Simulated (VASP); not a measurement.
# BN in VASP: notebook, part 2 of 2

VASP 6.6.1. Earlier steps stand in the parts before.

**4. Single point, PBEsol**

This run uses another cell than the first one, of 5.84 Å³/atom, 1.063 times its volume.

Contents of INCAR:

```
SYSTEM = BN
ALGO = Normal
EDIFF = 1E-6
ENCUT = 600
GGA = PS
GGA_COMPAT = .False.
ISIF = 2
ISMEAR = -1
LASPH = .True.
LCHARG = .True.
LELF = .True.
LREAL = .False.
LVHAR = .True.
LWAVE = .False.
NBANDS = 11
NELM = 120
PREC = Accurate
SIGMA = 0.05
```

Contents of KPOINTS:

```
k-points
0
Gamma
  11 11 11
  0 0 0
```

Contents of POSCAR:

```
BN
1.0
    0.0000000000      1.7948709900      1.8130010000
    1.7948709900      0.0000000000      1.8130010000
    1.7948709900      1.7948709900      0.0000000000
N B
1 1
Direct
    0.2500000000      0.2500000000      0.2500000000
    0.0000000000      0.0000000000      0.0000000000
```

Launch:

```sh
> cat potpaw_PBE.64/N/POTCAR potpaw_PBE.64/B/POTCAR > POTCAR
> mpirun -np 1 vasp_std > vasp.out
```

Wall time 12 s (1 thread of Intel Xeon Platinum 8124M at 3.00GHz (Skylake/Cascade Lake), shared host); peak memory 0.13 GiB.

The run converged. Its results:

```
Free energy            : -18.3488 eV
Pressure               : 1.6 GPa
Band gap on the k mesh : 4.31 eV, indirect (least direct gap 8.76 eV)
```

Stress tensor (GPa, compression positive):
```
 3.68  0.00  0.00
 0.00  3.68  0.00
 0.00  0.00 -2.56
```

Levels at points of the mesh, in eV from the valence-band top:
```csv
k point,band 1,band 2,band 3,band 4,band 5,band 6,band 7,band 8,band 9
"(0.00, 0.00, 0.00)",-20.41,-0.10,0.00,0.00,8.76,8.76,8.83,10.41,24.68
```

Caveat: the PAW data sets were made with another functional, which shifts forces and pressure a little.

**5. Single point, PBE-based global hybrid**

This run uses another cell than the first one, of 5.96 Å³/atom, 1.085 times its volume.

Contents of POSCAR:

```
BN
1.0
    0.0000000000      1.8130010000      1.8130010000
    1.8130010000      0.0000000000      1.8130010000
    1.8130010000      1.8130010000      0.0000000000
N B
1 1
Direct
    0.2500000000      0.2500000000      0.2500000000
    0.0000000000      0.0000000000      0.0000000000
```

Contents of INCAR.step1:

```
ALGO = Normal
EDIFF = 1E-5
ENCUT = 520
GGA = PE
ISIF = 2
ISMEAR = -1
LASPH = T
LREAL = F
LWAVE = T
NBANDS = 11
NELM = 80
PREC = Accurate
SIGMA = 0.05
```

Contents of INCAR.step2:

```
AEXX = 0.5
ALGO = Normal
EDIFF = 1E-6
ENCUT = 520
GGA = PE
ISIF = 2
ISMEAR = -1
ISTART = 1
LASPH = T
LCHARG = T
LELF = T
LHFCALC = T
LREAL = F
LVHAR = T
LWAVE = F
NBANDS = 11
NELM = 80
PREC = Accurate
PRECFOCK = Normal
SIGMA = 0.05
```

Contents of KPOINTS:

```
k-points
0
Gamma
  7 7 7
```

Potentials or basis: VASP PAW PBE potentials, release 64 (N, B).

Launch:

```sh
> cat potpaw_PBE.64/N/POTCAR potpaw_PBE.64/B/POTCAR > POTCAR
> cp INCAR.step1 INCAR
> mpirun -np 1 vasp_std > vasp.out
> cp INCAR.step2 INCAR
> mpirun -np 1 vasp_std > vasp.out
```

OUTCAR:

```text
AEXX = 0.5
   EDIFF = 1E-6
   ENCUT = 520
   GGA = PE
   ISIF = 2
   ISMEAR = -1
   ISTART = 1
   LASPH = T
   LHFCALC = T
   LREAL = F
   NELM = 80
   PREC = Accurate
   PRECFOCK = Normal

 ion  position               nearest neighbor table
   1  0.250  0.250  0.250-   2 1.57   2 1.57   2 1.57   2 1.57
   2  0.000  0.000  0.000-   1 1.57   1 1.57   1 1.57   1 1.57

  LATTYP: Found a face centered cubic cell.
 ALAT       =     3.6260020000

[... 467 lines left out ...]
     11      39.0851      0.00000

------------------------ aborting loop because EDIFF is reached ----------------------------------------

  FORCE on cell =-STRESS in cart. coord.  units (eV):
  Direction    XX          YY          ZZ          XY          YZ          ZX
  --------------------------------------------------------------------------------------
  -------------------------------------------------------------------------------------
  Total       -1.3003141     -1.3003141     -1.3003141      0.0000000     -0.0000000     -0.0000000
  in kB     -174.7973064   -174.7973064   -174.7973064      0.0000000     -0.0000000     -0.0000000
  external PRESSURE =    -174.7973064 kB  Pullay stress =       0.0000000 kB

 VOLUME and BASIS-vectors are now :
 -----------------------------------------------------------------------------
  energy-cutoff  :      520.00
  volume of cell :       11.92
      direct lattice vectors                 reciprocal lattice vectors
     0.000000000  1.813001000  1.813001000    -0.275785838  0.275785838  0.275785838
     1.813001000  0.000000000  1.813001000     0.275785838 -0.275785838  0.275785838
     1.813001000  1.813001000  0.000000000     0.275785838  0.275785838 -0.275785838

 POSITION                                       TOTAL-FORCE (eV/Angst)
 -----------------------------------------------------------------------------------
      0.90650      0.90650      0.90650         0.000000      0.000000      0.000000
      0.00000      0.00000      0.00000        -0.000000     -0.000000     -0.000000
 -----------------------------------------------------------------------------------
    total drift:                                0.000000      0.000000      0.000000

  FREE ENERGIE OF THE ION-ELECTRON SYSTEM (eV)
  ---------------------------------------------------
  free  energy   TOTEN  =       -25.1592717862 eV

  energy  without entropy=      -25.1592717862  energy(sigma->0) =      -25.15927179
```

It used 910 s of CPU time on 1 thread of AMD EPYC 7R13 Processor (Zen 3) (shared host).

Results:

```
Free energy            : -25.1593 eV
Pressure               : -17.5 GPa
Band gap on the k mesh : 8.98 eV, indirect (least direct gap 13.85 eV)
```

Caveat: the k points lie up to 0.43 Å⁻¹ apart; the PAW data sets were made with another functional, which shifts forces and pressure a little. A k mesh can miss the band edges.

**6. Single point, PBE**

This run uses another cell than the first one, of 5.96 Å³/atom, 1.085 times its volume.

Contents of INCAR:

```
SYSTEM = BN
ALGO = Normal
EDIFF = 1E-7
ENCUT = 520
GGA = PE
ISIF = 2
ISMEAR = -1
LASPH = .TRUE.
LCHARG = .FALSE.
LREAL = .FALSE.
LWAVE = .FALSE.
NBANDS = 11
NELM = 60
PREC = Accurate
SIGMA = 0.05
```

Contents of KPOINTS:

```
k-points
0
G
  8 8 8
  0 0 0
```

POSCAR is that of step 5.

Potentials or basis: VASP PAW PBE potentials, release 64 (N, B).

Launch:

```sh
> cat potpaw_PBE.64/N/POTCAR potpaw_PBE.64/B/POTCAR > POTCAR
> mpirun -np 1 vasp_std > vasp.out
```

It took 2.6 s on 1 thread of AMD EPYC 9R45 (Zen 5), shared host; peak memory 0.09 GiB.

Results (log left out):

```yaml
Free_energy: -17.4507 eV
Pressure: -0.2 GPa
Band_gap_on_the_k_mesh: 4.45 eV, indirect (least direct gap 8.78 eV)
```

Levels at points of the mesh, in eV from the valence-band top:
| k point | band 1 | band 2 | band 3 | band 4 | band 5 | band 6 | band 7 | band 8 |
| --- | --- | --- | --- | --- | --- | --- | --- | --- |
| (0.00, 0.00, 0.00) | -20.13 | 0.00 | 0.00 | 0.00 | 8.78 | 8.78 | 8.78 | 10.20 |
| (0.50, 0.00, 0.00) | -15.95 | -10.61 | -1.92 | -1.92 | 10.03 | 10.66 | 10.66 | 15.16 |
| (0.50, 0.50, 0.00) | -14.60 | -8.86 | -4.86 | -4.86 | 4.45 | 9.18 | 17.78 | 17.78 |

A k mesh can miss the band edges. PBE gaps usually lie below the measured ones, often by a third to a half.

**7. Summary**

| level | cell | k mesh | cutoff (eV) | grid for exact exchange (PRECFOCK) | share of exact exchange | gap on the mesh (eV) | pressure (GPa) |
| --- | --- | --- | --- | --- | --- | --- | --- |
| PBEsol | a = 2.513, b = 2.513, c = 2.461 Å, angles 60.7, 60.7, 58.6°, 2 atoms | 11 × 11 × 11 | 600 | - | - | 4.08 | 28.6 |
| PBEsol | a = 2.538, b = 2.538, c = 2.513 Å, angles 60.3, 60.3, 59.3°, 2 atoms | 11 × 11 × 11 | 600 | - | - | 4.23 | 9.9 |
| PBEsol | a = 2.551, b = 2.551, c = 2.538 Å, angles 60.2, 60.2, 59.7°, 2 atoms | 11 × 11 × 11 | 600 | - | - | 4.31 | 1.6 |
| PBE-based global hybrid | a = 2.564 Å, angles 60.0°, 2 atoms | 7 × 7 × 7 | 520 | Normal | 0.5 | 8.98 | -17.5 |
| PBE | a = 2.564 Å, angles 60.0°, 2 atoms | 8 × 8 × 8 | 520 | - | - | 4.45 | -0.2 |

Alike in all rows: task single point; potentials or basis VASP PAW PBE potentials, release 64 (N, B); no spin polarisation; smearing fermi-dirac 0.05 eV.

Caveats: some runs use coarse meshes; the PAW data sets were made with another functional, which shifts forces and pressure a little (some runs).

Absolute energies hang on the potentials; compare differences alone.
